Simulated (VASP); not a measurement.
The system is Ba.

```
CELL_PARAMETERS angstrom
-2.51249 2.51249 2.51249
2.51249 -2.51249 2.51249
2.51249 2.51249 -2.51249
ATOMIC_POSITIONS crystal
Ba 0.00000 0.00000 0.00000
```

Base run:

```yaml
Program: VASP 6.6.1
Functional: PBE
Potentials_or_basis: VASP PAW PBE potentials, release 64 (Ba_sv)
Cutoff: 520 eV
k_mesh: 9 × 9 × 9
Occupations: fermi-dirac, width 0.1 eV
Spin: no spin polarisation
```

Its results: band gap on the k mesh zero (band 5 reaches 2.07 eV, above the bottom of band 6 at 1.16 eV); pressure 0.1 GPa.

The run is repeated on the same cell with these changes: k mesh from 9 × 9 × 9 to 3 × 3 × 3. What comes out?

Band gap on the k mesh zero (band 5 reaches 1.74 eV, above the bottom of band 6 at 1.68 eV); pressure -0.4 GPa.

Caveats: some runs use coarse meshes; spin-orbit coupling is left out, which moves the levels of the heavy elements.
